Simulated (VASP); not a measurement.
A run of VASP 6.6.1:

File INCAR:

```
PREC = Accurate
ENCUT = 520
EDIFF = 1E-6
ISMEAR = 0
SIGMA = 0.05
LREAL = False
LASPH = True
NELM = 80
ALGO = Normal
ISIF = 2
LWAVE = False
LCHARG = True
GGA = PS
LELF = True
LVHAR = True
NBANDS = 35
```

The input KPOINTS:

```
Automatic mesh
0
Gamma
  12 12 2
```

File POSCAR:

```
MoS2
1.0
    3.1414322073      0.0000000000      0.0000000000
   -1.5707161036      2.7205600958      0.0000000000
    0.0000000000      0.0000000000     12.5788196111
Mo S
2 4
Direct
    0.3094588726      0.6427922059      0.2500000000
    0.6666666667      0.3333333333      0.7500000000
    0.3333333333      0.6666666667      0.6260538431
    0.6666666667      0.3333333333      0.1260538431
    0.3333333333      0.6666666667      0.8739461569
    0.6666666667      0.3333333333      0.3739461569
```

Potentials or basis: VASP PAW PBE potentials, release 64 (Mo_sv, S).

Run with:

```sh
$ cat potpaw_PBE.64/Mo_sv/POTCAR potpaw_PBE.64/S/POTCAR > POTCAR
$ mpirun -np 1 vasp_std > vasp.out
```

Hardware: 1 thread of Intel(R) Xeon(R) 6975P-C (Granite Rapids) (shared host).

Estimate the wall time of this run.

It took 3.5 min on 1 thread of Intel(R) Xeon(R) 6975P-C (Granite Rapids), with other jobs on the host, peak memory 0.53 GiB. Counts: scf iterations 15, k points 148.
